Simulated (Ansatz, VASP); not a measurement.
## Two plane-wave programs on ZnS

```xyz
4
Lattice="3.8110 0.0000 0.0000 -1.9055 3.3004 0.0000 0.0000 0.0000 6.2340" Properties=species:S:1:pos:R:3 pbc="T T T"
Zn    0.0000    2.2003    0.0000
Zn    1.9055    1.1001    3.1170
S     0.0000    2.2003    2.4001
S     1.9055    1.1001    5.5171
```

Alike in both runs: task relaxation of cell and atoms; functional PBE; dispersion D3(BJ); k mesh 12 × 12 × 6; occupations gaussian, width 0.02 eV; no spin polarisation.

|  | VASP | Ansatz |
| --- | --- | --- |
| version | VASP 6.6.1 | Ansatz 0.2.0 |
| potentials or method | VASP PAW PBE potentials, release 64 (Zn, S), cutoff 600 eV | scalar-relativistic, plane waves, PAW |
| valence electrons in the cell | 36 | 36 |

```csv
,VASP,Ansatz,Ansatz less VASP
"gap on the k mesh at the Fermi level, each at its own relaxed structure (eV)",2.23,2.24,+0.006
relaxed volume (Å³/atom),19.49,19.43,-0.055
relaxed cell length with the largest relative difference (Å),3.798,3.794,-0.0041
```
